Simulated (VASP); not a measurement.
# ZnS (R3m) in VASP: a series of runs

Runs on ZnS. Level: LDA. Tasks: single point.

All numbers are computed with VASP 6.6.1; they aren't measurements. Logs are shortened: lines on timing, memory, paths and dates and some standing lists are left out, and cuts for length are marked.

## 1. The cell of the first run

It takes space group R3m (No. 160, trigonal). The conventional cell has a = 4.819 Å, b = 4.819 Å, c = 5.902 Å, α = 90.00°, β = 90.00°, γ = 120.00°. Within 2.0 Å of Zn (site symmetry 3m) lie 1 S at 1.48 Å. Within 2.0 Å of S (site symmetry 3m) lie 1 Zn at 1.48 Å.

## 2. Single point, LDA

INCAR reads:

```
SYSTEM = ZnS
  PREC = Accurate
  ENCUT = 520
  EDIFF = 1E-6
  ISMEAR = 0
  SIGMA = 0.05
  LREAL = .FALSE.
  LASPH = .TRUE.
  NELM = 80
  ALGO = Normal
  ISIF = 2
  LWAVE = .FALSE.
  LCHARG = .TRUE.
  LELF = .TRUE.
  LVHAR = .TRUE.
  NBANDS = 16
```

KPOINTS reads:

```
regular mesh
0
G
  10 10 10
  0 0 0
```

POSCAR reads:

```
ZnS
1.0
   -1.1358818225      2.2717636451      2.2717636451
    2.2717636451     -1.1358818225      2.2717636451
    2.2717636451      2.2717636451     -1.1358818225
Zn S
1 1
Direct
    0.0000000000      0.0000000000      0.0000000000
    0.7500000000      0.7500000000      0.7500000000
```

Potentials or basis: VASP PAW LDA potentials, release 64 (Zn, S).

Command:

```
cat potpaw_LDA.64/Zn/POTCAR potpaw_LDA.64/S/POTCAR > POTCAR
mpirun -np 1 vasp_std > vasp.out
```

OUTCAR:

```text
SYSTEM = ZnS
   PREC = Accurate
   ENCUT = 520
   EDIFF = 1E-6
   ISMEAR = 0
   LREAL = .FALSE.
   LASPH = .TRUE.
   NELM = 80
   ISIF = 2

 ion  position               nearest neighbor table
   1  0.000  0.000  0.000-   2 1.48   2 2.83   2 2.83   2 2.83
   2  0.750  0.750  0.750-   1 1.48   1 2.83   1 2.83   1 2.83

  LATTYP: Found a simple cubic cell.
 ALAT       =     3.4076454676

  Lattice vectors:

 A1 = (  -1.1358818225,   2.2717636451,   2.2717636451)
 A2 = (   2.2717636451,  -1.1358818225,   2.2717636451)
 A3 = (   2.2717636451,   2.2717636451,  -1.1358818225)

Analysis of symmetry for initial positions (statically):
=====================================================================
 Subroutine PRICEL returns:
 Original cell was already a primitive cell.

 Routine SETGRP: Setting up the symmetry group for a
 simple cubic supercell.

 Subroutine GETGRP returns: Found  6 space group operations
 (whereof  6 operations were pure point group operations)
 out of a pool of 48 trial point group operations.

The static configuration has the point symmetry C_3v.

Analysis of symmetry for dynamics (positions and initial velocities):
=====================================================================
 Subroutine PRICEL returns:
 Original cell was already a primitive cell.

 Routine SETGRP: Setting up the symmetry group for a
 simple cubic supercell.

 Subroutine GETGRP returns: Found  6 space group operations
 (whereof  6 operations were pure point group operations)
 out of a pool of 48 trial point group operations.

The dynamic configuration has the point symmetry C_3v.

 Subroutine INISYM returns: Found  6 space group operations
 (whereof  6 operations are pure point group operations),
 and found     1 'primitive' translations

----------------------------------------------------------------------------------------

                                     Primitive cell

  volume of cell :      39.5697

  direct lattice vectors                    reciprocal lattice vectors
    -1.135881823  2.271763645  2.271763645    -0.097819253  0.195638506  0.195638506
     2.271763645 -1.135881823  2.271763645     0.195638506 -0.097819253  0.195638506
     2.271763645  2.271763645 -1.135881823     0.195638506  0.195638506 -0.097819253

  length of vectors
     3.407645468  3.407645468  3.407645468     0.293457758  0.293457758  0.293457758

[... 78 lines left out ...]
   ENCUT  =  520.0 eV  38.22 Ry    6.18 a.u.   6.34  6.34  6.34*2*pi/ulx,y,z
   NELM   =     80;   NELMIN=  2; NELMDL= -5     # of ELM steps
   EDIFF  = 0.1E-05   stopping-criterion for ELM
   LREAL  =      F    real-space projection
   EDIFFG = 0.1E-04   stopping-criterion for IOM
   NSW    =      0    number of steps for IOM
   IBRION =     -1    ionic relax: 0-MD 1-quasi-New 2-CG
   NFREE  =      0    steps in history (QN), initial steepest desc. (CG)
   ISIF   =      2    stress and relaxation
   ISYM   =      2    0-nonsym 1-usesym 2-fastsym
   POTIM  = 0.5000    time-step for ionic-motion
   TEBEG  =    0.0;   TEEND  =   0.0 temperature during run
   PSTRESS=    0.0 pullay stress
   NELECT =      18.0000    total number of electrons
   NUPDOWN=      -1.0000    fix difference up-down
   EMIN   =  10.00;   EMAX   =-10.00  energy-range for DOS
   EFERMI =   0.00;   METHOD = LEGACY
   ISMEAR =     0;   SIGMA  =   0.05  broadening in eV -4-tet -1-fermi 0-gaus
   EFERMI_NEDOS =   21; number of points for ismear=-14 and -15
   IALGO  =     38    algorithm
   IMIX   =      4    mixing-type and parameters
     AMIX     =   0.40;   BMIX     =  1.00
     AMIX_MAG =   1.60;   BMIX_MAG =  1.00
  volume/ion in A,a.u.               =      19.78       133.51
  Fermi-wavevector in a.u.,A,eV,Ry     =   1.259055  2.379268 21.568210  1.585219
  Thomas-Fermi vector in A             =   2.392634
   LORBIT       =      0    0 simple, 1 ext, 2 COOP (PROOUT), +10 PAW based schemes
   GGA     = CA    functional components
   LHFCALC =     F    Hartree Fock is set to
   AEXX    =    0.0000 exact exchange contribution
   IVDW    =     0    specifies the selected vdW correction
   LEPSILON=     F    determine dielectric tensor
   LRPA    =     F    only Hartree local field effects (RPA)
 non-spin polarized calculation
 Gauss-broadening in eV      SIGMA  =   0.05
  energy-cutoff  :      520.00
  volume of cell :       39.57
 maximum number of plane-waves:      1082
 NGX is ok and might be reduce to    28

 number of electron      17.9999993 magnetization

 Free energy of the ion-electron system (eV)
  ---------------------------------------------------
  ext. energy  EPLUGINS =         0.00000000
  ---------------------------------------------------
  free energy    TOTEN  =         2.71207580 eV

  energy without entropy =        2.71207580  energy(sigma->0) =        2.71207580

 E-fermi :   2.8210     XC(G=0):  -9.8869

 val. band max:        2.6150475806   @ k =   0.5000  -0.0000  -0.0000
 cond. band min:       3.0318946664   @ k =   0.0000   0.0000   0.0000
 fundamental gap:      0.4168470858
 Fermi energy:         2.8210021245

 k-point     1 :       0.0000    0.0000    0.0000
  band No.  band energies     occupation
      1     -12.7313      2.00000
      2      -7.6926      2.00000
      3      -7.6926      2.00000
      4      -7.5127      2.00000
      5      -5.8914      2.00000
      6      -5.8914      2.00000
[... 433 lines left out ...]
      3      -7.5752      2.00000
      4      -6.8786      2.00000
      5      -5.9016      2.00000
      6      -5.7881      2.00000
[... 8 lines left out ...]
     15      14.6374      0.00000
     16      15.5876      0.00000

 [... further k-points ...]

------------------------ aborting loop because EDIFF is reached ----------------------------------------

  FORCE on cell =-STRESS in cart. coord.  units (eV):
  Direction    XX          YY          ZZ          XY          YZ          ZX
  --------------------------------------------------------------------------------------
  -------------------------------------------------------------------------------------
  Total       21.9055079     21.9055079     21.9055079     22.3528568     22.3528568     22.3528568
  in kB      886.9531841    886.9531841    886.9531841    905.0663209    905.0663209    905.0663209
  external PRESSURE =     886.9531841 kB  Pullay stress =       0.0000000 kB

 VOLUME and BASIS-vectors are now :
 -----------------------------------------------------------------------------
  energy-cutoff  :      520.00
  volume of cell :       39.57
      direct lattice vectors                 reciprocal lattice vectors
    -1.135881823  2.271763645  2.271763645    -0.097819253  0.195638506  0.195638506
     2.271763645 -1.135881823  2.271763645     0.195638506 -0.097819253  0.195638506
     2.271763645  2.271763645 -1.135881823     0.195638506  0.195638506 -0.097819253

 POSITION                                       TOTAL-FORCE (eV/Angst)
 -----------------------------------------------------------------------------------
      0.00000      0.00000      0.00000        25.298652     25.298652     25.298652
      2.55573      2.55573      2.55573       -25.298652    -25.298652    -25.298652
 -----------------------------------------------------------------------------------
    total drift:                                0.000043      0.000043      0.000043

  FREE ENERGIE OF THE ION-ELECTRON SYSTEM (eV)
  ---------------------------------------------------
  free  energy   TOTEN  =         2.7120758036 eV

  energy  without entropy=        2.7120758036  energy(sigma->0) =        2.71207580
```

OSZICAR:

```text
N       E                     dE             d eps       ncg     rms          rms(c)
DAV:   1     0.102620011560E+03    0.10262E+03   -0.91425E+03  3728   0.137E+03
DAV:   2     0.805914097884E+01   -0.94561E+02   -0.88383E+02  4312   0.275E+02
DAV:   3     0.971463718763E+00   -0.70877E+01   -0.70602E+01  4576   0.724E+01
DAV:   4     0.859910338276E+00   -0.11155E+00   -0.11154E+00  4456   0.932E+00
DAV:   5     0.858324056169E+00   -0.15863E-02   -0.15863E-02  4792   0.106E+00    0.224E+01
DAV:   6     0.253147114927E+01    0.16731E+01   -0.19000E+00  5016   0.499E+01    0.123E+01
DAV:   7     0.267133412464E+01    0.13986E+00   -0.15213E+00  4312   0.925E+00    0.438E+00
DAV:   8     0.270518973001E+01    0.33856E-01   -0.79219E-02  4296   0.254E+00    0.244E+00
DAV:   9     0.271190394827E+01    0.67142E-02   -0.17273E-02  4616   0.906E-01    0.274E-01
DAV:  10     0.271206980316E+01    0.16585E-03   -0.18727E-03  4456   0.336E-01    0.127E-01
DAV:  11     0.271207751587E+01    0.77127E-05   -0.16787E-04  4728   0.138E-01    0.301E-02
DAV:  12     0.271207578967E+01   -0.17262E-05   -0.32052E-05  4440   0.788E-02    0.916E-03
DAV:  13     0.271207580358E+01    0.13910E-07   -0.26866E-06  4176   0.310E-02
   1 F= 0.27120758E+01 E0= 0.27120758E+01  d E =-.417573E-11
```

stdout:

```text
POSCAR found type information on POSCAR ZnS
 POSCAR found :  2 types and       2 ions
 scaLAPACK will be used
 LDA part: xc-table for (Slater(with rela. corr.)+CA(PZ))
 , standard interpolation
 POSCAR, INCAR and KPOINTS ok, starting setup
 FFT: planning ... GRIDC
 FFT: planning ... GRID_SOFT
 FFT: planning ... GRID
 WAVECAR not read
 entering main loop
```

Run time: 59 s. Hardware: 1 thread of Intel Xeon Platinum 8259CL at 2.50GHz (Skylake/Cascade Lake), shared host; peak memory 0.19 GiB.

Results:

* Free energy: 2.7121 eV
* Pressure: 88.7 GPa
* Largest force: 43.819 eV/Å
* Band gap on the k mesh: 0.42 eV (least direct gap 0.75 eV)

Forces in eV/Å, atoms in the order of the input:
```
Zn   25.299  25.299  25.299
S   -25.299 -25.299 -25.299
```

Levels at points of the mesh, in eV from the valence-band top:
```tsv
k point	band 7	band 8	band 9	band 10	band 11	band 12
(0.00, 0.00, 0.00)	-1.39	-0.33	-0.33	0.42	4.09	4.09
(0.50, 0.00, 0.00)	-5.54	-0.54	0.00	2.80	5.61	5.68
(0.50, 0.50, 0.00)	-4.45	-4.32	-0.14	0.79	5.87	8.61
(0.50, 0.50, 0.50)	-3.78	-3.20	-3.20	1.54	3.39	3.39
```

Caveat: atoms lie so close that the PAW spheres overlap strongly, which falsifies energies and pressures; the cell stands under pressure; forces of over 1 eV/Å act on the atoms, so gaps and moduli don't describe the material at rest.

## 3. Single point, LDA

This run uses another cell than the first one, of the same volume but with other edges.

INCAR reads:

```
ALGO = Normal ; EDIFF = 1E-7
ENCUT = 520 ; GGA = CA
ISIF = 2 ; ISMEAR = 0
LASPH = T ; LCHARG = F
LREAL = F ; LWAVE = F
NBANDS = 16 ; NELM = 80
PREC = Accurate ; SIGMA = 0.05
```

KPOINTS reads:

```
k-points
0
Gamma
  10 10 10
```

POSCAR reads:

```
ZnS
1.0
    1.4311214184      3.5778035460      3.5778035460
    3.5778035460      1.4311214184      3.5778035460
    3.5778035460      3.5778035460      1.4311214184
Zn S
1 1
Direct
    0.0000000000      0.0000000000      0.0000000000
    0.7500000000      0.7500000000      0.7500000000
```

Potentials or basis: VASP PAW LDA potentials, release 64 (Zn, S).

Command:

```
cat potpaw_LDA.64/Zn/POTCAR potpaw_LDA.64/S/POTCAR > POTCAR
mpirun -np 1 vasp_std > vasp.out
```

Run time: 2.6 min. Hardware: 1 thread of Intel Xeon Platinum 8259CL at 2.50GHz (Skylake/Cascade Lake), shared host; peak memory 0.23 GiB.

Results (log left out):

```
Free energy            : -5.5296 eV
Pressure               : 18.0 GPa
Largest force          : 1.553 eV/Å
Band gap on the k mesh : zero (bands 9 and 10 overlap by 1.38 eV)
```

Forces in eV/Å, atoms in the order of the input:
```
Zn  -0.897 -0.897 -0.897
S    0.897  0.897  0.897
```

Stress tensor (GPa, compression positive):
```
17.95 -7.93 -7.93
-7.93 17.95 -7.93
-7.93 -7.93 17.95
```

Levels at points of the mesh, in eV from the Fermi level:
| k point | band 7 | band 8 | band 9 | band 10 | band 11 | band 12 |
| --- | --- | --- | --- | --- | --- | --- |
| (0.00, 0.00, 0.00) | -5.30 | -2.16 | 0.86 | 0.86 | 7.45 | 9.11 |
| (0.50, 0.00, 0.00) | -6.53 | -3.22 | -1.09 | 0.79 | 4.07 | 5.52 |
| (0.50, 0.50, 0.00) | -6.44 | -3.51 | -1.14 | 0.68 | 4.28 | 5.36 |
| (0.50, 0.50, 0.50) | -6.40 | 0.73 | 0.83 | 0.83 | 5.80 | 7.59 |

Caveat: the cell stands under pressure; forces of over 1 eV/Å act on the atoms, so gaps and moduli don't describe the material at rest.
